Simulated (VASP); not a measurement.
A run of VASP 6.6.1 is set up as follows.

File INCAR:

```
ALGO     = Normal         # electronic algorithm
EDIFF    = 1E-8           # SCF threshold, eV
ENCUT    = 520            # plane-wave cutoff, eV
ISIF     = 2              # what is computed and relaxed
ISMEAR   = -1             # smearing method
LASPH    = True           # aspherical terms in the spheres
LCHARG   = False          # write CHGCAR
LEFG     = True         
LREAL    = False          # projectors in reciprocal space
LWAVE    = False          # write WAVECAR
NBANDS   = 16             # bands
NELM     = 60             # most SCF steps
PREC     = Accurate       # precision mode
SIGMA    = 0.15           # smearing width, eV
```

Contents of KPOINTS:

```
k-points
0
Gamma
  18 18 6
```

File POSCAR:

```
C
1.0
    2.4449448891      0.0000000000      0.0000000000
   -1.2224724445      2.1173843848      0.0000000000
    0.0000000000      0.0000000000      6.6456227402
C
4
Direct
    0.0000000000      0.0000000000      0.0025000000
    0.0000000000      0.0000000000      0.5025000000
    0.3333333333      0.6666666667      0.0025000000
    0.6666666667      0.3333333333      0.5025000000
```

Potentials or basis: VASP PAW LDA potentials, release 64 (C).

The run is started by

```sh
$ cat potpaw_LDA.64/C/POTCAR > POTCAR
$ mpirun -np 1 vasp_std > vasp.out
```

Estimate the band gap on the k mesh.

zero (band 8 reaches 4.79 eV, above the bottom of band 9 at 4.75 eV).

Estimate the pressure.

0.8 GPa.

Stress tensor (GPa, compression positive):
```
 1.29  0.00  0.00
 0.00  1.29  0.00
 0.00  0.00 -0.12
```

Caveat: without QUAD_EFG the Cq values of the log hold for a quadrupole moment of 1 mb, not for the nuclei.
